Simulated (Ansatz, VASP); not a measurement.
Two plane-wave programs on SnO

```
Sn O
1.0
     3.85193    0.00000    0.00000
     0.00000    5.07565    0.00000
     0.00000    0.00000    3.88384
Sn O
2 2
Direct
  0.00000 0.22842 0.37500
  0.50000 0.77158 0.87500
  0.00000 0.00154 0.87500
  0.50000 0.99846 0.37500
```

Alike in both runs: functional PBE; k mesh 10 × 8 × 10; occupations gaussian, width 0.02 eV; no spin polarisation.

Ansatz relaxed the structure, and its values are those at the end. VASP's run is a single point on that final structure, the one shown.

|  | VASP | Ansatz |
| --- | --- | --- |
| version | VASP 6.6.1 | Ansatz 0.2.0 |
| potentials or method | VASP PAW PBE potentials, release 64 (Sn_d, O), cutoff 520 eV | scalar-relativistic, plane waves, PAW |
| valence electrons in the cell | 40 | 40 |

|  | VASP | Ansatz | Ansatz less VASP |
| --- | --- | --- | --- |
| gap on the k mesh at the Fermi level (eV) | 0.51 | 0.51 | -0.006 |
| least direct gap on the mesh (eV) | 1.91 | 1.94 | +0.030 |
| pressure (GPa) | 0.2 | 0.0 | -0.18 |
| rms of the force components (eV/Å) | 0.032 | 0.000 | -0.0313 |

The functional is the same, so the differences come from potentials, cutoffs and numerics. Ansatz's warnings: structure snapped to symmetry.
